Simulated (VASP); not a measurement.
# Mn (Pm-3n) in VASP: further runs

The runs below take Mn through single point, relaxation of cell and atoms, with PBE.

All numbers are computed with VASP 6.6.1; they aren't measurements. Logs are shortened: lines on timing, memory, paths and dates and some standing lists are left out, and cuts for length are marked.

### Step 1. The cell of the first run

It takes space group Pm-3n (No. 223, cubic). The conventional cell has a = 4.421 Å, b = 4.421 Å, c = 4.421 Å, α = 90.00°, β = 90.00°, γ = 90.00°. Mn (site symmetry m-3) has 12 Mn at 2.47 Å within 3.3 Å. Mn (site symmetry -4m2) has 14 Mn at 2.21 to 2.71 Å within 2.9 Å.

### Step 2. Single point, PBE

INCAR reads:

```
PREC = Accurate
ENCUT = 520
EDIFF = 1E-6
ISMEAR = -1
SIGMA = 0.1
LREAL = False
LASPH = True
NELM = 80
ALGO = Normal
ISIF = 2
LWAVE = False
LCHARG = False
GGA = PE
NBANDS = 62
```

KPOINTS reads:

```
Automatic mesh
0
Gamma
  6 6 6
```

POSCAR reads:

```
Mn
1.0
    4.4205412022      0.0000000000      0.0000000000
    0.0000000000      4.4205412022      0.0000000000
    0.0000000000      0.0000000000      4.4205412022
Mn
8
Direct
    0.0000000000      0.0000000000      1.0000000000
    0.5000000000      0.5000000000      0.5000000000
    0.2500000000      0.0000000000      0.5000000000
    0.7500000000      0.0000000000      0.5000000000
    0.5000000000      0.2500000000      1.0000000000
    0.5000000000      0.7500000000      1.0000000000
    1.0000000000      0.5000000000      0.2500000000
    1.0000000000      0.5000000000      0.7500000000
```

Potentials or basis: VASP PAW PBE potentials, release 64 (Mn_pv).

Run with:

```
cat potpaw_PBE.64/Mn_pv/POTCAR > POTCAR
mpirun -np 1 vasp_std > vasp.out
```

OUTCAR:

```text
PREC = Accurate
   ENCUT = 520
   EDIFF = 1E-6
   ISMEAR = -1
   LREAL = False
   LASPH = True
   NELM = 80
   ISIF = 2
   GGA = PE

 ion  position               nearest neighbor table
   1  0.000  0.000  0.000-   3 2.47   4 2.47   5 2.47   6 2.47   7 2.47   8 2.47   3 2.47   4 2.47
                             7 2.47   8 2.47   5 2.47   6 2.47
   2  0.500  0.500  0.500-   3 2.47   4 2.47   5 2.47   6 2.47   7 2.47   8 2.47   5 2.47   6 2.47
                             3 2.47   4 2.47   7 2.47   8 2.47
   3  0.250  0.000  0.500-   4 2.21   4 2.21   1 2.47   1 2.47   2 2.47   2 2.47   8 2.71   5 2.71
                             5 2.71   6 2.71   6 2.71   7 2.71   8 2.71   7 2.71
   4  0.750  0.000  0.500-   3 2.21   3 2.21   1 2.47   1 2.47   2 2.47   2 2.47   8 2.71   5 2.71
                             5 2.71   6 2.71   6 2.71   7 2.71   8 2.71   7 2.71
   5  0.500  0.250  0.000-   6 2.21   6 2.21   1 2.47   2 2.47   2 2.47   1 2.47   8 2.71   4 2.71
                             3 2.71   4 2.71   3 2.71   7 2.71   7 2.71   8 2.71
   6  0.500  0.750  0.000-   5 2.21   5 2.21   1 2.47   2 2.47   2 2.47   1 2.47   8 2.71   4 2.71
                             3 2.71   4 2.71   3 2.71   7 2.71   7 2.71   8 2.71
   7  0.000  0.500  0.250-   8 2.21   8 2.21   1 2.47   2 2.47   1 2.47   2 2.47   3 2.71   4 2.71
                             5 2.71   3 2.71   4 2.71   6 2.71   5 2.71   6 2.71
   8  0.000  0.500  0.750-   7 2.21   7 2.21   1 2.47   2 2.47   1 2.47   2 2.47   3 2.71   4 2.71
                             5 2.71   3 2.71   4 2.71   6 2.71   5 2.71   6 2.71

  LATTYP: Found a simple cubic cell.
 ALAT       =     4.4205412022

  Lattice vectors:

 A1 = (   4.4205412022,   0.0000000000,   0.0000000000)
 A2 = (   0.0000000000,   4.4205412022,   0.0000000000)
 A3 = (   0.0000000000,   0.0000000000,   4.4205412022)

Analysis of symmetry for initial positions (statically):
=====================================================================
 Subroutine PRICEL returns:
 Original cell was already a primitive cell.

 Routine SETGRP: Setting up the symmetry group for a
 simple cubic supercell.

 Subroutine GETGRP returns: Found 48 space group operations
 (whereof 24 operations were pure point group operations)
 out of a pool of 48 trial point group operations.

The static configuration has the point symmetry T_h .
 The point group associated with its full space group is O_h .

Analysis of symmetry for dynamics (positions and initial velocities):
=====================================================================
 Subroutine PRICEL returns:
 Original cell was already a primitive cell.

 Routine SETGRP: Setting up the symmetry group for a
 simple cubic supercell.

 Subroutine GETGRP returns: Found 48 space group operations
 (whereof 24 operations were pure point group operations)
 out of a pool of 48 trial point group operations.

The dynamic configuration has the point symmetry T_h .
 The point group associated with its full space group is O_h .

 Subroutine INISYM returns: Found 48 space group operations
 (whereof 24 operations are pure point group operations),
 and found     1 'primitive' translations

----------------------------------------------------------------------------------------

                                     Primitive cell

  volume of cell :      86.3826

  direct lattice vectors                    reciprocal lattice vectors
     4.420541202  0.000000000  0.000000000     0.226216645  0.000000000  0.000000000
     0.000000000  4.420541202  0.000000000     0.000000000  0.226216645  0.000000000
     0.000000000  0.000000000  4.420541202     0.000000000  0.000000000  0.226216645

  length of vectors
     4.420541202  4.420541202  4.420541202     0.226216645  0.226216645  0.226216645

  position of ions in fractional coordinates (direct lattice)
     0.000000000  0.000000000  0.000000000
     0.500000000  0.500000000  0.500000000
     0.250000000  0.000000000  0.500000000
     0.750000000  0.000000000  0.500000000
     0.500000000  0.250000000  0.000000000
     0.500000000  0.750000000  0.000000000
     0.000000000  0.500000000  0.250000000
     0.000000000  0.500000000  0.750000000

  ion indices of the primitive-cell ions
   primitive index   ion index
                 1           1
                 2           2
                 3           3
                 4           4
                 5           5
                 6           6
                 7           7
                 8           8

----------------------------------------------------------------------------------------

 KPOINTS: Automatic mesh

Automatic generation of k-mesh.
 Grid dimensions read from file:
 generate k-points for:    6    6    6

 Generating k-lattice:

  Cartesian coordinates                     Fractional coordinates (reciprocal lattice)
     0.037702774  0.000000000  0.000000000     0.166666667  0.000000000  0.000000000
     0.000000000  0.037702774  0.000000000     0.000000000  0.166666667  0.000000000
     0.000000000  0.000000000  0.037702774     0.000000000  0.000000000  0.166666667

  Length of vectors
     0.037702774  0.037702774  0.037702774

  Shift w.r.t. Gamma in fractional coordinates (k-lattice)
     0.000000000  0.000000000  0.000000000

 Subroutine IBZKPT returns following result:
 ===========================================

 Found     20 irreducible k-points:

 Following reciprocal coordinates:
            Coordinates               Weight
  0.000000  0.000000  0.000000      1.000000
  0.166667  0.000000  0.000000      6.000000
  0.333333  0.000000  0.000000      6.000000
  0.500000  0.000000  0.000000      3.000000
  0.166667  0.166667  0.000000     12.000000
  0.333333  0.166667  0.000000     24.000000
[... 12 lines left out ...]
  0.500000  0.500000  0.333333      6.000000
  0.500000  0.500000  0.500000      1.000000
   k-points           NKPTS =     20   k-points in BZ     NKDIM =     20   number of bands    NBANDS=     62
   number of dos      NEDOS =    301   number of ions     NIONS =      8
   total plane-waves  NPLWV =  46656
   dimension x,y,z NGX =    36 NGY =   36 NGZ =   36
   dimension x,y,z NGXF=    72 NGYF=   72 NGZF=   72
   ions per type =               8
   NGX,Y,Z   is equivalent  to a cutoff of  13.54, 13.54, 13.54 a.u.
   NGXF,Y,Z  is equivalent  to a cutoff of  27.08, 27.08, 27.08 a.u.
 SYSTEM =  unknown system
   PREC   = accura    normal or accurate (medium, high low for compatibility)
   ISTART =      0    job   : 0-new  1-cont  2-samecut
   ICHARG =      2    charge: 1-file 2-atom 10-const
   ISPIN  =      1    spin polarized calculation?
   LNONCOLLINEAR =      F non collinear calculations
   LSORBIT =      F    spin-orbit coupling
   LASPH  =      T    aspherical Exc in radial PAW
   ENCUT  =  520.0 eV  38.22 Ry    6.18 a.u.   8.22  8.22  8.22*2*pi/ulx,y,z
   NELM   =     80;   NELMIN=  2; NELMDL= -5     # of ELM steps
   EDIFF  = 0.1E-05   stopping-criterion for ELM
   LREAL  =      F    real-space projection
   EDIFFG = 0.1E-04   stopping-criterion for IOM
   NSW    =      0    number of steps for IOM
   IBRION =     -1    ionic relax: 0-MD 1-quasi-New 2-CG
   NFREE  =      0    steps in history (QN), initial steepest desc. (CG)
   ISIF   =      2    stress and relaxation
   ISYM   =      2    0-nonsym 1-usesym 2-fastsym
   POTIM  = 0.5000    time-step for ionic-motion
   TEBEG  =    0.0;   TEEND  =   0.0 temperature during run
   PSTRESS=    0.0 pullay stress
   NELECT =     104.0000    total number of electrons
   NUPDOWN=      -1.0000    fix difference up-down
   EMIN   =  10.00;   EMAX   =-10.00  energy-range for DOS
   EFERMI =   0.00;   METHOD = LEGACY
   ISMEAR =    -1;   SIGMA  =   0.10  broadening in eV -4-tet -1-fermi 0-gaus
   EFERMI_NEDOS =   21; number of points for ismear=-14 and -15
   IALGO  =     38    algorithm
   IMIX   =      4    mixing-type and parameters
     AMIX     =   0.40;   BMIX     =  1.00
     AMIX_MAG =   1.60;   BMIX_MAG =  1.00
  volume/ion in A,a.u.               =      10.80        72.87
  Fermi-wavevector in a.u.,A,eV,Ry     =   1.741582  3.291112 41.267920  3.033107
  Thomas-Fermi vector in A             =   2.814011
   LORBIT       =      0    0 simple, 1 ext, 2 COOP (PROOUT), +10 PAW based schemes
   GGA     = PE    functional components
   LHFCALC =     F    Hartree Fock is set to
   AEXX    =    0.0000 exact exchange contribution
   IVDW    =     0    specifies the selected vdW correction
   LEPSILON=     F    determine dielectric tensor
   LRPA    =     F    only Hartree local field effects (RPA)
 non-spin polarized calculation
  energy-cutoff  :      520.00
  volume of cell :       86.38
 maximum number of plane-waves:      2360
 NGX is ok and might be reduce to    36
   NGX = 17   NGY = 17   NGZ = 17

 number of electron     103.9999933 magnetization

 Free energy of the ion-electron system (eV)
  ---------------------------------------------------
  ext. energy  EPLUGINS =         0.00000000
  ---------------------------------------------------
  free energy    TOTEN  =       -71.80945688 eV

  energy without entropy =      -71.38058162  energy(sigma->0) =      -71.59501925

 E-fermi :  10.6321     XC(G=0): -13.9831

 val. band max:       10.6205330685   @ k =   0.1667   0.1667   0.0000
 cond. band min:      10.6418712006   @ k =   0.5000   0.1667   0.0000
 fundamental gap:      0.0213381321
 Fermi energy:        10.6320748835

 k-point     1 :       0.0000    0.0000    0.0000
  band No.  band energies     occupation
      1     -38.2212      2.00000
      2     -38.2212      2.00000
      3     -38.1306      2.00000
      4     -37.8905      2.00000
      5     -37.8905      2.00000
      6     -37.8905      2.00000
[... 54 lines left out ...]
     61      11.8551      0.00001
     62      11.8551      0.00001

 k-point     2 :       0.1667    0.0000    0.0000
  band No.  band energies     occupation
      1     -38.2252      2.00000
      2     -38.1934      2.00000
      3     -38.0986      2.00000
      4     -37.8853      2.00000
      5     -37.8853      2.00000
      6     -37.8543      2.00000
[... 1169 lines left out ...]
      6     -37.7846      2.00000
[... 54 lines left out ...]
     61      11.7903      0.00002
     62      11.7903      0.00002

------------------------ aborting loop because EDIFF is reached ----------------------------------------

  FORCE on cell =-STRESS in cart. coord.  units (eV):
  Direction    XX          YY          ZZ          XY          YZ          ZX
  --------------------------------------------------------------------------------------
  -------------------------------------------------------------------------------------
  Total        0.0303326      0.0303326      0.0303326     -0.0000000      0.0000000     -0.0000000
  in kB        0.5625923      0.5625923      0.5625923     -0.0000000      0.0000000     -0.0000000
  external PRESSURE =       0.5625923 kB  Pullay stress =       0.0000000 kB

 VOLUME and BASIS-vectors are now :
 -----------------------------------------------------------------------------
  energy-cutoff  :      520.00
  volume of cell :       86.38
      direct lattice vectors                 reciprocal lattice vectors
     4.420541202  0.000000000  0.000000000     0.226216645  0.000000000  0.000000000
     0.000000000  4.420541202  0.000000000     0.000000000  0.226216645  0.000000000
     0.000000000  0.000000000  4.420541202     0.000000000  0.000000000  0.226216645

 POSITION                                       TOTAL-FORCE (eV/Angst)
 -----------------------------------------------------------------------------------
      0.00000      0.00000      0.00000         0.000000     -0.000000      0.000000
      2.21027      2.21027      2.21027         0.000000     -0.000000      0.000000
      1.10514      0.00000      2.21027        -0.000000      0.000000     -0.000000
      3.31541      0.00000      2.21027         0.000000     -0.000000      0.000000
      2.21027      1.10514      0.00000         0.000000      0.000000      0.000000
      2.21027      3.31541      0.00000        -0.000000     -0.000000     -0.000000
      0.00000      2.21027      1.10514        -0.000000      0.000000      0.000000
      0.00000      2.21027      3.31541         0.000000      0.000000     -0.000000
 -----------------------------------------------------------------------------------
    total drift:                                0.000000      0.000000     -0.000000

  FREE ENERGIE OF THE ION-ELECTRON SYSTEM (eV)
  ---------------------------------------------------
  free  energy   TOTEN  =       -71.8094568811 eV

  energy  without entropy=      -71.3805816199  energy(sigma->0) =      -71.59501925
```

It took 4.9 min on 1 thread of AMD EPYC 7R13, shared host; peak memory 0.21 GiB.

What came out:

| Item | Value |
| --- | --- |
| Free energy | -71.8095 eV |
| Pressure | 0.1 GPa |
| Band gap on the k mesh | zero (bands 52 and 53 overlap by 0.28 eV) |

Levels at points of the mesh, in eV from the Fermi level:
| k point | band 49 | band 50 | band 51 | band 52 | band 53 | band 54 | band 55 | band 56 |
| --- | --- | --- | --- | --- | --- | --- | --- | --- |
| (0.00, 0.00, 0.00) | -1.01 | 0.03 | 0.03 | 0.03 | 0.09 | 0.09 | 0.09 | 0.34 |
| (0.50, 0.00, 0.00) | -0.41 | -0.41 | -0.41 | -0.41 | -0.16 | -0.16 | 0.30 | 0.30 |
| (0.50, 0.50, 0.00) | -0.69 | -0.68 | -0.52 | -0.10 | 0.22 | 0.37 | 0.39 | 0.51 |
| (0.50, 0.50, 0.50) | -0.07 | -0.07 | -0.07 | -0.07 | -0.07 | -0.07 | 0.91 | 0.91 |

Caveat: the run has no spin polarisation, though such a crystal can be magnetic. Spin polarisation is off, so any magnetic state and its effect on volume and gap are missing.

(Part 1 of 2 ends here.)

The gap in the log of VASP goes by the Fermi energy; the results here count the filled bands.